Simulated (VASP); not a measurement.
Te2Mo: single point with revPBE+D4

Te2Mo, a slab with vacuum:

```
Te Mo
1.0
     3.48836    0.00000    0.00000
    -1.74418    3.02100    0.00000
     0.00000    0.00000   36.71273
Te Mo
8 4
Direct
  0.33333 0.66667 0.32621
  0.33333 0.66667 0.95733
  0.66667 0.33333 0.14175
  0.66667 0.33333 0.77295
  0.66667 0.33333 0.04267
  0.66667 0.33333 0.67379
  0.33333 0.66667 0.22705
  0.33333 0.66667 0.85825
  0.66667 0.33333 0.27665
  0.66667 0.33333 0.90779
  0.33333 0.66667 0.09221
  0.33333 0.66667 0.72335
```

```yaml
Program: VASP 6.6.1
Task: single point
Functional: revPBE
Dispersion: D4
Potentials_or_basis: VASP PAW PBE potentials, release 64 (Te, Mo_sv)
Cutoff: 520 eV
k_mesh: 9 × 9 × 1
Occupations: fermi-dirac, width 0.05 eV
Spin: no spin polarisation
```

| Item | Value |
| --- | --- |
| Largest force | 0.006 eV/Å |
| Band gap on the k mesh | 0.69 eV, indirect (least direct gap 1.12 eV) |
| Dispersion energy per atom | -0.882 eV |

Forces on the atoms (eV/Å):
```
Te   0.000  0.000  0.004
Te   0.000  0.000  0.002
Te   0.000  0.000  0.003
Te   0.000  0.000 -0.003
Te   0.000  0.000 -0.002
Te   0.000  0.000 -0.004
Te   0.000  0.000  0.003
Te   0.000  0.000 -0.003
Mo   0.000  0.000  0.006
Mo   0.000  0.000 -0.001
Mo   0.000  0.000  0.001
Mo   0.000  0.000 -0.006
```

Levels at points of the mesh, in eV from the valence-band top:
```tsv
k point	band 50	band 51	band 52	band 53	band 54	band 55
(0.00, 0.00, 0.00)	-0.05	-0.02	0.00	2.84	2.84	2.87
```

It took 9.3 min on 1 thread of Intel(R) Xeon(R) Platinum 8488C (Sapphire Rapids) (shared host), peak memory 0.59 GiB.

Caveat: the PAW data sets were made with another functional, which shifts forces and pressure a little; spin-orbit coupling is left out, which moves the levels of the heavy elements.
